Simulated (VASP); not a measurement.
Re, 1 atom in the cell. It takes space group Pm-3m (No. 221, cubic). The conventional cell has a = 2.561 Å, b = 2.561 Å, c = 2.561 Å, α = 90.00°, β = 90.00°, γ = 90.00°. Re (site symmetry m-3m) has 6 Re at 2.56 Å within 3.4 Å. 

```yaml
Program: VASP 6.6.1
Task: relaxation of cell and atoms
Functional: r2SCAN
Potentials_or_basis: VASP PAW PBE potentials, release 64 (Re)
Cutoff: 600 eV
k_mesh: 10 × 10 × 10
Occupations: methfessel-paxton, width 0.05 eV
Spin: no spin polarisation
Dipole_correction: no
Further_INCAR_settings: ALGO = Normal; EDIFF = 1e-06; IBRION = 2; EDIFFG = -0.01; NSW = 80; ISIF = 3
```

Potentials or basis: VASP PAW PBE potentials, release 64 (Re).

Run with:

```bash
$ cat potpaw_PBE.64/Re/POTCAR > POTCAR
$ cp INCAR.step1 INCAR
$ mpirun -np 1 vasp_std > vasp.out
$ cp INCAR.step2 INCAR
$ mpirun -np 1 vasp_std > vasp.out
```

Hardware: 1 thread of Intel(R) Xeon(R) 6975P-C (Granite Rapids), with other jobs on the host.

**Question.** Estimate the wall time of this run.

**Answer.** Wall time 28 s on 1 thread of Intel(R) Xeon(R) 6975P-C (Granite Rapids) (shared host), peak memory 0.14 GiB. Counts: k points 56, ion steps 3.
